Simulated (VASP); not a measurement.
Here is a VASP 6.6.1 calculation.

Contents of POSCAR:

```
Si5Ni
1.0
    3.8492788677      0.0000000000      0.0000000000
   -1.9246394338      3.3335732857      0.0000000000
    0.0000000000      0.0000000000     16.1426972250
Si Ni
10 2
Direct
    0.3333252887      0.6666747113      0.0298381096
   -0.0000092864      1.0000092864      0.0781821824
   -0.0000169190      1.0000169190      0.2242398651
   -0.3333517897      1.3333517897      0.2728692507
   -0.3333606077      1.3333606077      0.4189269138
   -0.6666951851      1.6666951851      0.4672710485
   -0.6667229704      1.6667229704      0.6123523438
   -0.3333925434      1.3333925434      0.6913963014
   -0.9999763512      1.9999763512      0.8057126134
   -0.6666458625      1.6666458625      0.8847569677
   -1.0000597176      1.0000597176      0.6625178225
   -1.3333091841      1.3333091841      0.8345914918
```

The input INCAR.step1:

```
SYSTEM = Si5Ni
PREC     = Accurate       ! precision mode
ENCUT    = 520            ! plane-wave cutoff, eV
ISMEAR   = 0              ! smearing method
SIGMA    = 0.1            ! smearing width, eV
LREAL    = .FALSE.        ! projectors in reciprocal space
LASPH    = .TRUE.         ! aspherical terms in the spheres
NELM     = 100            ! most SCF steps
NBANDS   = 42             ! bands
GGA      = PE             ! functional
ALGO     = Normal         ! electronic algorithm
EDIFF    = 1E-4           ! SCF threshold, eV
LWAVE    = .TRUE.         ! write WAVECAR
LCHARG   = .FALSE.        ! write CHGCAR
```

INCAR.step2

```
SYSTEM = Si5Ni
PREC     = Accurate       ! precision mode
ENCUT    = 520            ! plane-wave cutoff, eV
EDIFF    = 1E-6           ! SCF threshold, eV
ISMEAR   = 0              ! smearing method
SIGMA    = 0.1            ! smearing width, eV
LREAL    = .FALSE.        ! projectors in reciprocal space
LASPH    = .TRUE.         ! aspherical terms in the spheres
NELM     = 100            ! most SCF steps
ALGO     = Normal         ! electronic algorithm
ISIF     = 2              ! what is computed and relaxed
LWAVE    = .FALSE.        ! write WAVECAR
LCHARG   = .FALSE.        ! write CHGCAR
METAGGA  = R2SCAN         ! meta-GGA
LMIXTAU  = .TRUE.       
NBANDS   = 42             ! bands
ISTART   = 1
```

KPOINTS

```
Automatic mesh
0
G
  9 9 2
  0 0 0
```

Potentials or basis: VASP PAW PBE potentials, release 64 (Si, Ni).

The run is started by

```bash
$ cat potpaw_PBE.64/Si/POTCAR potpaw_PBE.64/Ni/POTCAR > POTCAR
$ cp INCAR.step1 INCAR
$ mpirun -np 1 vasp_std > vasp.out
$ cp INCAR.step2 INCAR
$ mpirun -np 1 vasp_std > vasp.out
```

Problem. Predict the band gap on the k mesh.

Solution. Zero (band 30 reaches 8.47 eV, above the bottom of band 31 at 6.29 eV).

Problem. What does it give for the largest force?

Solution. 0.045 eV/Å.

Stress tensor (GPa, compression positive):
```
-1.06  0.00  0.00
 0.00 -1.06  0.00
 0.00  0.00 -0.16
```

Caveat: the PAW data sets were made with another functional, which shifts forces and pressure a little. Spin polarisation is off, so any magnetic state and its effect on volume and gap are missing.
